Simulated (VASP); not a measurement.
Wanted: the native input for a VASP 6.6.1 run.

| Property | Result |
| --- | --- |
| Task | single point |
| Functional | PBE |
| Potentials or basis | VASP PAW PBE potentials, release 64 (C) |
| Cutoff | 520 eV |
| k mesh | 12 × 12 × 12 |
| Occupations | gaussian, width 0.05 eV |
| Spin | no spin polarisation |
| Dipole correction | no |
| Further INCAR settings | ALGO = Normal; EDIFF = 1e-06; NBANDS = 11 |

The structure of C lies in POSCAR:

```
C
1.0
    0.0000000000      1.7834000000      1.7834000000
    1.7834000000      0.0000000000      1.7834000000
    1.7834000000      1.7834000000      0.0000000000
C
2
Direct
    0.4719636649      0.4719636649      0.5280363351
    0.7500000000      0.7500000000      0.7500000000
```

This cell differs from its parent crystal: atom 1 (C) moved by (+0.000, -0.100) A along [1 1 0] and z.

The input as run:

INCAR

```
SYSTEM = C
PREC = Accurate
ENCUT = 520
EDIFF = 1E-6
ISMEAR = 0
SIGMA = 0.05
LREAL = .FALSE.
LASPH = .TRUE.
NELM = 80
ALGO = Normal
ISIF = 2
LWAVE = .FALSE.
LCHARG = .FALSE.
GGA = PE
NBANDS = 11
```

KPOINTS

```
regular mesh
0
G
  12 12 12
  0 0 0
```

Potentials or basis: VASP PAW PBE potentials, release 64 (C).

Command:

```sh
$ cat potpaw_PBE.64/C/POTCAR > POTCAR
$ mpirun -np 1 vasp_std > vasp.out
```

It gave:

| Quantity | Value |
| --- | --- |
| Pressure | 5.9 GPa |
| Largest force | 3.640 eV/Å |
| Band gap on the k mesh | 2.43 eV, indirect (least direct gap 2.76 eV) |

Caveat: the cell differs from its parent crystal (atom 1 (C) moved by (+0.000, -0.100) A along [1 1 0] and z); forces of over 1 eV/Å act on the atoms, so gaps and moduli don't describe the material at rest.

It took 17 s on 1 thread of Intel Xeon 6975P-C, with other jobs on the host, peak memory 0.14 GiB.
